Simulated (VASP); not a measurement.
# SrO in VASP: notebook

Aim: see how the results for SrO move with the level of theory and the settings. Levels: r2SCAN, SCAN, PBE. Tasks: single point.

Program: VASP 6.6.1. These are calculated values, not measurements. Logs are shortened: lines on timing, memory, paths and dates and some standing lists are left out, and cuts for length are marked.

**1. The cell of the first run**

It takes space group Fm-3m (No. 225, cubic). The conventional cell has a = 5.133 Å, b = 5.133 Å, c = 5.133 Å, α = 90.00°, β = 90.00°, γ = 90.00°. Sr (site symmetry m-3m) has 6 O at 2.57 Å within 3.4 Å. O (site symmetry m-3m) has 6 Sr at 2.57 Å within 3.4 Å.

**2. Single point, r2SCAN, non-collinear spin, zero start, spin-orbit coupling**

The input, POSCAR:

```
SrO
1.0
    0.0000000000      2.5663000000      2.5663000000
    2.5663000000      0.0000000000      2.5663000000
    2.5663000000      2.5663000000      0.0000000000
Sr O
1 1
Direct
    0.5000000000      0.5000000000      0.5000000000
    0.0000000000      0.0000000000      0.0000000000
```

The input, INCAR.step1:

```
SYSTEM = SrO
PREC = Accurate ; ENCUT = 520
ISMEAR = -1 ; SIGMA = 0.05
LREAL = .FALSE. ; LASPH = .TRUE.
NELM = 150 ; MAGMOM = 0 0 0 0 0 0
LSORBIT = .TRUE. ; GGA_COMPAT = .FALSE.
NBANDS = 28 ; GGA = PE
ALGO = Normal ; EDIFF = 1E-4
LWAVE = .TRUE. ; LCHARG = .FALSE.
```

The input, INCAR.step2:

```
SYSTEM = SrO
PREC = Accurate ; ENCUT = 520
EDIFF = 1E-6 ; ISMEAR = -1
SIGMA = 0.05 ; LREAL = .FALSE.
LASPH = .TRUE. ; NELM = 150
ALGO = Normal ; ISIF = 2
LWAVE = .FALSE. ; LCHARG = .FALSE.
MAGMOM = 0 0 0 0 0 0 ; LORBIT = 11
LSORBIT = .TRUE. ; GGA_COMPAT = .FALSE.
LORBMOM = .TRUE. ; METAGGA = R2SCAN
LMIXTAU = .TRUE. ; NBANDS = 28
ISTART = 1
```

The input, KPOINTS:

```
regular mesh
0
G
  7 7 7
  0 0 0
```

Potentials or basis: VASP PAW PBE potentials, release 64 (Sr_sv, O).

The run is started by

```
cat potpaw_PBE.64/Sr_sv/POTCAR potpaw_PBE.64/O/POTCAR > POTCAR
cp INCAR.step1 INCAR
mpirun -np 1 vasp_ncl > vasp.out
cp INCAR.step2 INCAR
mpirun -np 1 vasp_ncl > vasp.out
```

OUTCAR:

```text
SYSTEM = SrO
   PREC = Accurate
   ENCUT = 520
   EDIFF = 1E-6
   ISMEAR = -1
   LREAL = .FALSE.
   LASPH = .TRUE.
   NELM = 150
   ISIF = 2
   LORBIT = 11
   LSORBIT = .TRUE.
   METAGGA = R2SCAN
   ISTART = 1

 ion  position               nearest neighbor table
   1  0.500  0.500  0.500-   2 2.57   2 2.57   2 2.57   2 2.57   2 2.57   2 2.57
   2  0.000  0.000  0.000-   1 2.57   1 2.57   1 2.57   1 2.57   1 2.57   1 2.57

  LATTYP: Found a face centered cubic cell.
 ALAT       =     5.1326000000

  Lattice vectors:

 A1 = (   0.0000000000,   2.5663000000,   2.5663000000)
 A2 = (   2.5663000000,   0.0000000000,   2.5663000000)
 A3 = (   2.5663000000,   2.5663000000,   0.0000000000)

Analysis of symmetry for initial positions (statically):
=====================================================================
 Subroutine PRICEL returns:
 Original cell was already a primitive cell.

 Routine SETGRP: Setting up the symmetry group for a
 face centered cubic supercell.

 Subroutine GETGRP returns: Found 48 space group operations
 (whereof 48 operations were pure point group operations)
 out of a pool of 48 trial point group operations.

The static configuration has the point symmetry O_h .

Analysis of symmetry for dynamics (positions and initial velocities):
=====================================================================
 Subroutine PRICEL returns:
 Original cell was already a primitive cell.

 Routine SETGRP: Setting up the symmetry group for a
 face centered cubic supercell.

 Subroutine GETGRP returns: Found 48 space group operations
 (whereof 48 operations were pure point group operations)
 out of a pool of 48 trial point group operations.

The dynamic configuration has the point symmetry O_h .

Analysis of structural, dynamic, and magnetic symmetry:
=====================================================================
 Subroutine PRICEL returns:
 Original cell was already a primitive cell.

 Routine SETGRP: Setting up the symmetry group for a
 face centered cubic supercell.

 Subroutine GETGRP returns: Found 48 space group operations
 (whereof 48 operations were pure point group operations)
 out of a pool of 48 trial point group operations.

The overall configuration has the point symmetry O_h .

 Subroutine INISYM returns: Found 48 space group operations
 (whereof 48 operations are pure point group operations),
 and found     1 'primitive' translations

----------------------------------------------------------------------------------------

                                     Primitive cell

[... 784 lines left out ...]
    total drift:                                0.000000      0.000000      0.000000

  FREE ENERGIE OF THE ION-ELECTRON SYSTEM (eV)
  ---------------------------------------------------
  free  energy   TOTEN  =       -27.1319549600 eV

  energy  without entropy=      -27.1319549600  energy(sigma->0) =      -27.13195496

 orbital moment (x)

 # of ion     p       d       tot
 ----------------------------------------
  1         0.000   0.000   0.000
  2         0.000   0.000   0.000
 ----------------------------------------
            0.000   0.000   0.000

 orbital moment (y)

 # of ion     p       d       tot
 ----------------------------------------
  1         0.000   0.000   0.000
  2         0.000   0.000   0.000
 ----------------------------------------
            0.000   0.000   0.000

 orbital moment (z)

 # of ion     p       d       tot
 ----------------------------------------
  1         0.000   0.000   0.000
  2         0.000   0.000   0.000
 ----------------------------------------
            0.000   0.000   0.000

 Spin-Orbit-Coupling matrix elements

 Ion:    1  E_soc:     -0.1631205
 l=   1
     0.0000000    -0.0271625    -0.0271625
    -0.0271625     0.0000000    -0.0271625
    -0.0271625    -0.0271625     0.0000000
 l=   2
     0.0000000    -0.0000015     0.0000000    -0.0000015    -0.0000228
    -0.0000015     0.0000000    -0.0000171    -0.0000015    -0.0000057
     0.0000000    -0.0000171     0.0000000    -0.0000171     0.0000000
    -0.0000015    -0.0000015    -0.0000171     0.0000000    -0.0000057
    -0.0000228    -0.0000057     0.0000000    -0.0000057     0.0000000
 l=   3
     0.0000000     0.0000000     0.0000000     0.0000000     0.0000000     0.0000000     0.0000000
     0.0000000     0.0000000     0.0000000     0.0000000     0.0000000     0.0000000     0.0000000
     0.0000000     0.0000000     0.0000000     0.0000000     0.0000000     0.0000000     0.0000000
     0.0000000     0.0000000     0.0000000     0.0000000     0.0000000     0.0000000     0.0000000
     0.0000000     0.0000000     0.0000000     0.0000000     0.0000000     0.0000000     0.0000000
     0.0000000     0.0000000     0.0000000     0.0000000     0.0000000     0.0000000     0.0000000
     0.0000000     0.0000000     0.0000000     0.0000000     0.0000000     0.0000000     0.0000000

 Ion:    2  E_soc:     -0.0002862
 l=   1
     0.0000000    -0.0000477    -0.0000477
    -0.0000477     0.0000000    -0.0000477
    -0.0000477    -0.0000477     0.0000000
 l=   2
     0.0000000     0.0000000     0.0000000     0.0000000     0.0000000
     0.0000000     0.0000000     0.0000000     0.0000000     0.0000000
     0.0000000     0.0000000     0.0000000     0.0000000     0.0000000
     0.0000000     0.0000000     0.0000000     0.0000000     0.0000000
     0.0000000     0.0000000     0.0000000     0.0000000     0.0000000
 l=   3
     0.0000000     0.0000000     0.0000000     0.0000000     0.0000000     0.0000000     0.0000000
     0.0000000     0.0000000     0.0000000     0.0000000     0.0000000     0.0000000     0.0000000
     0.0000000     0.0000000     0.0000000     0.0000000     0.0000000     0.0000000     0.0000000
     0.0000000     0.0000000     0.0000000     0.0000000     0.0000000     0.0000000     0.0000000
     0.0000000     0.0000000     0.0000000     0.0000000     0.0000000     0.0000000     0.0000000
     0.0000000     0.0000000     0.0000000     0.0000000     0.0000000     0.0000000     0.0000000
     0.0000000     0.0000000     0.0000000     0.0000000     0.0000000     0.0000000     0.0000000

 total charge

# of ion       s       p       d       tot
------------------------------------------
    1        2.015   5.921   0.243   8.179
    2        1.555   3.453   0.000   5.008
--------------------------------------------------
tot          3.570   9.374   0.243  13.187

 magnetization (x)

# of ion       s       p       d       tot
------------------------------------------
    1        0.000   0.000   0.000   0.000
    2       -0.000   0.000   0.000  -0.000
--------------------------------------------------
tot          0.000   0.000   0.000   0.000

 magnetization (y)

# of ion       s       p       d       tot
------------------------------------------
    1       -0.000   0.000   0.000  -0.000
    2       -0.000   0.000   0.000  -0.000
--------------------------------------------------
tot         -0.000   0.000   0.000  -0.000

 magnetization (z)

# of ion       s       p       d       tot
------------------------------------------
    1        0.000   0.000   0.000   0.000
    2       -0.000   0.000   0.000  -0.000
--------------------------------------------------
tot         -0.000   0.000   0.000  -0.000
```

OUTCAR.step1:

```text
SYSTEM = SrO
   PREC = Accurate
   ENCUT = 520
   ISMEAR = -1
   LREAL = .FALSE.
   LASPH = .TRUE.
[... 897 lines left out ...]
     0.0000000     0.0000000     0.0000000     0.0000000     0.0000000     0.0000000     0.0000000
     0.0000000     0.0000000     0.0000000     0.0000000     0.0000000     0.0000000     0.0000000
     0.0000000     0.0000000     0.0000000     0.0000000     0.0000000     0.0000000     0.0000000
     0.0000000     0.0000000     0.0000000     0.0000000     0.0000000     0.0000000     0.0000000
     0.0000000     0.0000000     0.0000000     0.0000000     0.0000000     0.0000000     0.0000000
     0.0000000     0.0000000     0.0000000     0.0000000     0.0000000     0.0000000     0.0000000

=======================================================================

 ========================================================
```

OSZICAR.step1:

```text
N       E                     dE             d eps       ncg     rms          rms(c)
DAV:   1     0.822348620605E+02    0.82235E+02   -0.78845E+03  1128   0.109E+03
DAV:   2    -0.856416125236E+01   -0.90799E+02   -0.84491E+02  1420   0.256E+02
DAV:   3    -0.141832246738E+02   -0.56191E+01   -0.55739E+01  1676   0.530E+01
DAV:   4    -0.143283981184E+02   -0.14517E+00   -0.14500E+00  1440   0.669E+00
DAV:   5    -0.143293412057E+02   -0.94309E-03   -0.94305E-03  1452   0.616E-01    0.222E+01
DAV:   6    -0.122321601382E+02    0.20972E+01   -0.69539E+00  1148   0.211E+01    0.236E+01
DAV:   7    -0.121314120480E+02    0.10075E+00   -0.56627E-01  1308   0.604E+00    0.140E+01
DAV:   8    -0.121227607535E+02    0.86513E-02   -0.13771E-01  1232   0.373E+00    0.179E+00
DAV:   9    -0.121229719313E+02   -0.21118E-03   -0.70428E-03  1684   0.640E-01    0.329E-01
DAV:  10    -0.121235898297E+02   -0.61790E-03   -0.78145E-04  1264   0.209E-01    0.159E-01
DAV:  11    -0.121241800684E+02   -0.59024E-03   -0.48434E-04  1164   0.178E-01    0.250E-02
DAV:  12    -0.121241877536E+02   -0.76852E-05   -0.18816E-05   840   0.404E-02
   1 F= -.12124188E+02 E0= -.12124188E+02  d E =-.612918E-10  mag=    -0.0000     0.0000     0.0000
```

Wall time 4.8 min (1 thread of Intel Xeon Platinum 8259CL at 2.50GHz (Skylake/Cascade Lake), shared host); peak memory 0.29 GiB.

Results:

- Free energy: -27.1320 eV
- Pressure: 2.1 GPa
- Net moment: 0.00 μB per cell
- Valence electrons inside the program's atomic spheres: Sr 8.18; O 5.01

Moments on the atoms (μB; x, y, z):
```
Sr  0.00 0.00 0.00
O   0.00 0.00 0.00
```

Caveat: the PAW data sets were made with another functional, which shifts forces and pressure a little.

(Part 1 of 3 ends here.)
